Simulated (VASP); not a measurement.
# SiO2 (P6_422) in VASP: further runs, part 2 of 3

VASP 6.6.1.

### Step 4. Single point, r2SCAN (biaxial strain in the a-b plane: +2.0 %)

Contents of POSCAR:

```
SiO2
1.0
    5.1608713992      0.0000000000      0.0000000000
   -2.5804356996      4.4694457374      0.0000000000
    0.0000000000      0.0000000000      5.4745926003
Si O
3 6
Direct
    0.0000000000      0.5000000000      0.3333333333
    0.5000000000      0.5000000000      0.6666666667
    0.5000000000      0.0000000000      0.0000000000
    0.5817775299      0.7908887649      0.8333333333
    0.7908887649      0.5817775299      0.5000000000
    0.7908887649      0.2091112351      0.1666666667
    0.4182224701      0.2091112351      0.8333333333
    0.2091112351      0.4182224701      0.5000000000
    0.2091112351      0.7908887649      0.1666666667
```

Contents of INCAR.step1:

```
SYSTEM = SiO2
ALGO = Normal
EDIFF = 1E-4
ENCUT = 520
GGA = PE
ISMEAR = 0
LASPH = .TRUE.
LCHARG = .FALSE.
LREAL = .FALSE.
LWAVE = .TRUE.
NBANDS = 34
NELM = 60
PREC = Accurate
SIGMA = 0.02
```

Contents of INCAR.step2:

```
SYSTEM = SiO2
ALGO = Normal
EDIFF = 1E-7
ENCUT = 520
ISIF = 2
ISMEAR = 0
ISTART = 1
LASPH = .TRUE.
LCHARG = .FALSE.
LMIXTAU = .TRUE.
LREAL = .FALSE.
LWAVE = .FALSE.
METAGGA = R2SCAN
NBANDS = 34
NELM = 60
PREC = Accurate
SIGMA = 0.02
```

Contents of KPOINTS:

```
k-points
0
G
  6 6 4
  0 0 0
```

Potentials or basis: VASP PAW PBE potentials, release 64 (Si, O).

On the command line:

```bash
> cat potpaw_PBE.64/Si/POTCAR potpaw_PBE.64/O/POTCAR > POTCAR
> cp INCAR.step1 INCAR
> mpirun -np 1 vasp_std > vasp.out
> cp INCAR.step2 INCAR
> mpirun -np 1 vasp_std > vasp.out
```

OUTCAR:

```text
SYSTEM = SiO2
   EDIFF = 1E-7
   ENCUT = 520
   ISIF = 2
   ISMEAR = 0
   ISTART = 1
   LASPH = .TRUE.
   LREAL = .FALSE.
   METAGGA = R2SCAN
   NELM = 60
   PREC = Accurate

 ion  position               nearest neighbor table
   1  0.000  0.500  0.333-   6 1.62   9 1.62   5 1.62   8 1.62
   2  0.500  0.500  0.667-   7 1.62   4 1.62   8 1.62   5 1.62
   3  0.500  0.000  0.000-   9 1.62   6 1.62   4 1.62   7 1.62
   4  0.582  0.791  0.833-   2 1.62   3 1.62
   5  0.791  0.582  0.500-   2 1.62   1 1.62
   6  0.791  0.209  0.167-   1 1.62   3 1.62
   7  0.418  0.209  0.833-   2 1.62   3 1.62
   8  0.209  0.418  0.500-   2 1.62   1 1.62
   9  0.209  0.791  0.167-   1 1.62   3 1.62

  LATTYP: Found a hexagonal cell.
 ALAT       =     5.1608713992
 C/A-ratio  =     1.0607884167

  Lattice vectors:

 A1 = (   5.1608713992,   0.0000000000,   0.0000000000)
 A2 = (  -2.5804356996,   4.4694457374,   0.0000000000)
 A3 = (   0.0000000000,   0.0000000000,   5.4745926003)

Analysis of symmetry for initial positions (statically):
=====================================================================
 Subroutine PRICEL returns:
 Original cell was already a primitive cell.

 Routine SETGRP: Setting up the symmetry group for a
 hexagonal supercell.

 Subroutine GETGRP returns: Found 12 space group operations
 (whereof  4 operations were pure point group operations)
 out of a pool of 24 trial point group operations.

The static configuration has the point symmetry D_2 .
 The point group associated with its full space group is D_6 .

Analysis of symmetry for dynamics (positions and initial velocities):
=====================================================================
 Subroutine PRICEL returns:
 Original cell was already a primitive cell.

 Routine SETGRP: Setting up the symmetry group for a
 hexagonal supercell.

 Subroutine GETGRP returns: Found 12 space group operations
 (whereof  4 operations were pure point group operations)
 out of a pool of 24 trial point group operations.

The dynamic configuration has the point symmetry D_2 .
 The point group associated with its full space group is D_6 .

 Subroutine INISYM returns: Found 12 space group operations
 (whereof  4 operations are pure point group operations),
 and found     1 'primitive' translations

----------------------------------------------------------------------------------------

                                     Primitive cell

  volume of cell :     126.2782

  direct lattice vectors                    reciprocal lattice vectors
     5.160871399  0.000000000  0.000000000     0.193765727  0.111870695  0.000000000
    -2.580435700  4.469445737  0.000000000     0.000000000  0.223741390  0.000000000
     0.000000000  0.000000000  5.474592600     0.000000000  0.000000000  0.182661994

  length of vectors
     5.160871399  5.160871399  5.474592600     0.223741390  0.223741390  0.182661994

  position of ions in fractional coordinates (direct lattice)
     0.000000000  0.500000000  0.333333333
     0.500000000  0.500000000  0.666666667
     0.500000000  0.000000000  0.000000000
[... 49 lines left out ...]
  0.333333  0.000000  0.000000      6.000000
  0.500000  0.000000  0.000000      3.000000
  0.166667  0.166667  0.000000      6.000000
  0.333333  0.166667  0.000000     12.000000
[... 13 lines left out ...]
  0.333333  0.166667  0.500000     12.000000
  0.333333  0.333333  0.500000      2.000000
   k-points           NKPTS =     21   k-points in BZ     NKDIM =     21   number of bands    NBANDS=     34
   number of dos      NEDOS =    301   number of ions     NIONS =      9
   total plane-waves  NPLWV =  67200
   dimension x,y,z NGX =    40 NGY =   40 NGZ =   42
   dimension x,y,z NGXF=    80 NGYF=   80 NGZF=   84
   ions per type =               3   6
   NGX,Y,Z   is equivalent  to a cutoff of  12.89, 12.89, 12.75 a.u.
   NGXF,Y,Z  is equivalent  to a cutoff of  25.77, 25.77, 25.51 a.u.
 SYSTEM =  SiO2
   PREC   = accura    normal or accurate (medium, high low for compatibility)
   ISTART =      1    job   : 0-new  1-cont  2-samecut
   ICHARG =      0    charge: 1-file 2-atom 10-const
   ISPIN  =      1    spin polarized calculation?
   LNONCOLLINEAR =      F non collinear calculations
   LSORBIT =      F    spin-orbit coupling
   LASPH  =      T    aspherical Exc in radial PAW
   ENCUT  =  520.0 eV  38.22 Ry    6.18 a.u.   9.60  9.60 10.18*2*pi/ulx,y,z
   NELM   =     60;   NELMIN=  2; NELMDL=  0     # of ELM steps
   EDIFF  = 0.1E-06   stopping-criterion for ELM
   LREAL  =      F    real-space projection
   EDIFFG = 0.1E-05   stopping-criterion for IOM
   NSW    =      0    number of steps for IOM
   IBRION =     -1    ionic relax: 0-MD 1-quasi-New 2-CG
   NFREE  =      0    steps in history (QN), initial steepest desc. (CG)
   ISIF   =      2    stress and relaxation
   ISYM   =      2    0-nonsym 1-usesym 2-fastsym
   POTIM  = 0.5000    time-step for ionic-motion
   TEBEG  =    0.0;   TEEND  =   0.0 temperature during run
   PSTRESS=    0.0 pullay stress
   NELECT =      48.0000    total number of electrons
   NUPDOWN=      -1.0000    fix difference up-down
   EMIN   =  10.00;   EMAX   =-10.00  energy-range for DOS
   EFERMI =   0.00;   METHOD = LEGACY
   ISMEAR =     0;   SIGMA  =   0.02  broadening in eV -4-tet -1-fermi 0-gaus
   EFERMI_NEDOS =   21; number of points for ismear=-14 and -15
   IALGO  =     38    algorithm
   IMIX   =      4    mixing-type and parameters
     AMIX     =   0.40;   BMIX     =  1.00
     AMIX_MAG =   1.60;   BMIX_MAG =  1.00
  volume/ion in A,a.u.               =      14.03        94.69
  Fermi-wavevector in a.u.,A,eV,Ry     =   1.185894  2.241014 19.134468  1.406344
  Thomas-Fermi vector in A             =   2.322078
   LORBIT       =      0    0 simple, 1 ext, 2 COOP (PROOUT), +10 PAW based schemes
   METAGGA = R2SCAN    functional components
   LHFCALC =     F    Hartree Fock is set to
   AEXX    =    0.0000 exact exchange contribution
   IVDW    =     0    specifies the selected vdW correction
   LEPSILON=     F    determine dielectric tensor
   LRPA    =     F    only Hartree local field effects (RPA)
 non-spin polarized calculation
 Gauss-broadening in eV      SIGMA  =   0.02
  energy-cutoff  :      520.00
  volume of cell :      126.28
 maximum number of plane-waves:      3444
 NGX is ok and might be reduce to    40
   NGX = 19   NGY = 19   NGZ = 21

 number of electron      48.0000016 magnetization

 Free energy of the ion-electron system (eV)
  ---------------------------------------------------
  ext. energy  EPLUGINS =         0.00000000
  ---------------------------------------------------
  free energy    TOTEN  =       -89.29880609 eV

  energy without entropy =      -89.29880609  energy(sigma->0) =      -89.29880609

 E-fermi :   0.0199     XC(G=0):  -9.0777

 val. band max:       -0.1190436233   @ k =   0.5000   0.0000   0.0000
 cond. band min:       6.0342596652   @ k =   0.0000   0.0000   0.0000
 fundamental gap:      6.1533032885
 Fermi energy:         0.0199122390

 k-point     1 :       0.0000    0.0000    0.0000
  band No.  band energies     occupation
      1     -20.4021      2.00000
      2     -18.9641      2.00000
      3     -18.9641      2.00000
      4     -18.4846      2.00000
      5     -18.4190      2.00000
      6     -18.4190      2.00000
[... 766 lines left out ...]
     33      12.0239      0.00000
     34      12.0543      0.00000

------------------------ aborting loop because EDIFF is reached ----------------------------------------

  FORCE on cell =-STRESS in cart. coord.  units (eV):
  Direction    XX          YY          ZZ          XY          YZ          ZX
  --------------------------------------------------------------------------------------
  -------------------------------------------------------------------------------------
  Total       -4.1270522     -4.1270522     -2.2779727     -0.0000000      0.0000000      0.0000000
  in kB      -52.3627000    -52.3627000    -28.9021786     -0.0000000      0.0000000      0.0000000
  external PRESSURE =     -44.5425262 kB  Pullay stress =       0.0000000 kB

 VOLUME and BASIS-vectors are now :
 -----------------------------------------------------------------------------
  energy-cutoff  :      520.00
  volume of cell :      126.28
      direct lattice vectors                 reciprocal lattice vectors
     5.160871399  0.000000000  0.000000000     0.193765727  0.111870695  0.000000000
    -2.580435700  4.469445737  0.000000000     0.000000000  0.223741390  0.000000000
     0.000000000  0.000000000  5.474592600     0.000000000  0.000000000  0.182661994

 POSITION                                       TOTAL-FORCE (eV/Angst)
 -----------------------------------------------------------------------------------
     -1.29022      2.23472      1.82486        -0.000000     -0.000000      0.000000
      1.29022      2.23472      3.64973        -0.000000      0.000000     -0.000000
      2.58044      0.00000      0.00000        -0.000000      0.000000      0.000000
      0.96164      3.53483      4.56216        -0.149562     -0.086350     -0.000000
      2.58044      2.60022      2.73730        -0.000000     -0.172700     -0.000000
      3.54208      0.93461      0.91243        -0.149562      0.086350      0.000000
      1.61879      0.93461      4.56216         0.149562      0.086350     -0.000000
      0.00000      1.86922      2.73730        -0.000000      0.172700     -0.000000
     -0.96164      3.53483      0.91243         0.149562     -0.086350      0.000000
 -----------------------------------------------------------------------------------
    total drift:                               -0.000000      0.000000     -0.000001

  FREE ENERGIE OF THE ION-ELECTRON SYSTEM (eV)
  ---------------------------------------------------
  free  energy   TOTEN  =       -89.2988060851 eV

  energy  without entropy=      -89.2988060851  energy(sigma->0) =      -89.29880609
```

Wall time 3.3 min (1 thread of Intel Xeon 6975P-C (Granite Rapids), shared host); peak memory 0.29 GiB.

Results:

| Item | Value |
| --- | --- |
| Free energy | -89.2988 eV |
| Pressure | -4.5 GPa |
| Largest force | 0.173 eV/Å |
| Band gap on the k mesh | 6.15 eV (least direct gap 6.43 eV) |

Forces on the atoms (eV/Å):
```
Si   0.000  0.000  0.000
Si   0.000  0.000  0.000
Si   0.000  0.000  0.000
O   -0.150 -0.086  0.000
O    0.000 -0.173  0.000
O   -0.150  0.086  0.000
O    0.150  0.086  0.000
O    0.000  0.173  0.000
O    0.150 -0.086  0.000
```

Stress tensor (GPa, compression positive):
```
-5.24  0.00  0.00
 0.00 -5.24  0.00
 0.00  0.00 -2.89
```

Levels at points of the mesh, in eV from the valence-band top:
| k point | band 20 | band 21 | band 22 | band 23 | band 24 | band 25 | band 26 | band 27 | band 28 | band 29 |
| --- | --- | --- | --- | --- | --- | --- | --- | --- | --- | --- |
| (0.00, 0.00, 0.00) | -0.93 | -0.93 | -0.45 | -0.45 | -0.27 | 6.15 | 9.62 | 9.62 | 9.88 | 9.88 |
| (0.50, 0.00, 0.00) | -1.16 | -1.13 | -0.97 | -0.31 | 0.00 | 8.23 | 9.07 | 10.21 | 10.26 | 10.40 |
| (0.00, 0.00, 0.50) | -1.75 | -1.19 | -0.23 | -0.03 | -0.03 | 8.05 | 8.05 | 9.27 | 10.67 | 10.67 |
| (0.50, 0.00, 0.50) | -1.24 | -0.91 | -0.69 | -0.65 | -0.38 | 9.16 | 9.79 | 9.88 | 10.09 | 10.32 |

Caveat: the cell differs from its parent crystal (biaxial strain in the a-b plane: +2.0 %); the cell stands under tension; the PAW data sets were made with another functional, which shifts forces and pressure a little.

### Step 5. Single point, r2SCAN

This run uses another cell than the first one, of 11.67 Å³/atom.

Contents of POSCAR:

```
SiO2
1.0
    4.6634828800      0.0000000000      0.0000000000
   -2.3317414400      4.0386946441      0.0000000000
    0.0000000000      0.0000000000      5.5745729483
Si O
3 6
Direct
    0.0000000000      0.5000000000      0.3333333333
    0.5000000000      0.5000000000      0.6666666667
    0.5000000000      0.0000000000      0.0000000000
    0.6162287376      0.8081143688      0.8333333333
    0.8081143688      0.6162287376      0.5000000000
    0.8081143688      0.1918856312      0.1666666667
    0.3837712624      0.1918856312      0.8333333333
    0.1918856312      0.3837712624      0.5000000000
    0.1918856312      0.8081143688      0.1666666667
```

Contents of INCAR.step1:

```
SYSTEM = SiO2
  PREC = Accurate
  ENCUT = 520
  ISMEAR = 0
  SIGMA = 0.02
  LREAL = .FALSE.
  LASPH = .TRUE.
  NELM = 80
  NBANDS = 34
  GGA = PE
  ALGO = Normal
  EDIFF = 1E-4
  LWAVE = .TRUE.
  LCHARG = .FALSE.
```

Contents of INCAR.step2:

```
SYSTEM = SiO2
  PREC = Accurate
  ENCUT = 520
  EDIFF = 1E-6
  ISMEAR = 0
  SIGMA = 0.02
  LREAL = .FALSE.
  LASPH = .TRUE.
  NELM = 80
  ALGO = Normal
  ISIF = 2
  LWAVE = .FALSE.
  LCHARG = .FALSE.
  METAGGA = R2SCAN
  LMIXTAU = .TRUE.
  NBANDS = 34
  ISTART = 1
```

Contents of KPOINTS:

```
regular mesh
0
G
  6 6 4
  0 0 0
```

On the command line:

```bash
> cat potpaw_PBE.64/Si/POTCAR potpaw_PBE.64/O/POTCAR > POTCAR
> cp INCAR.step1 INCAR
> mpirun -np 1 vasp_std > vasp.out
> cp INCAR.step2 INCAR
> mpirun -np 1 vasp_std > vasp.out
```

Wall time 1.8 min (1 thread of Intel Xeon 6975P-C (Granite Rapids), shared host); peak memory 0.25 GiB.

Results (log left out):

| Quantity | Value |
| --- | --- |
| Free energy | -87.9530 eV |
| Pressure | 25.3 GPa |
| Largest force | 0.018 eV/Å |
| Band gap on the k mesh | 6.33 eV |

Forces on the atoms (eV/Å):
```
Si   0.000  0.000  0.000
Si   0.000  0.000  0.000
Si   0.000  0.000  0.000
O   -0.016 -0.009  0.000
O    0.000 -0.018  0.000
O   -0.016  0.009  0.000
O    0.016  0.009  0.000
O    0.000  0.018  0.000
O    0.016 -0.009  0.000
```

Stress tensor (GPa, compression positive):
```
25.24  0.00  0.00
 0.00 25.24  0.00
 0.00  0.00 25.41
```

Levels at points of the mesh, in eV from the valence-band top:
| k point | band 22 | band 23 | band 24 | band 25 | band 26 | band 27 |
| --- | --- | --- | --- | --- | --- | --- |
| (0.00, 0.00, 0.00) | -0.73 | -0.73 | 0.00 | 6.33 | 9.69 | 9.69 |
| (0.50, 0.00, 0.00) | -1.15 | -0.63 | -0.15 | 8.44 | 9.48 | 10.52 |
| (0.00, 0.00, 0.50) | -0.72 | -0.06 | -0.06 | 8.19 | 8.19 | 8.76 |
| (0.50, 0.00, 0.50) | -1.00 | -0.85 | -0.49 | 9.43 | 9.53 | 10.00 |

Caveat: the cell stands under pressure; the PAW data sets were made with another functional, which shifts forces and pressure a little. A k mesh can miss the band edges.

(Part 2 of 3 ends here.)
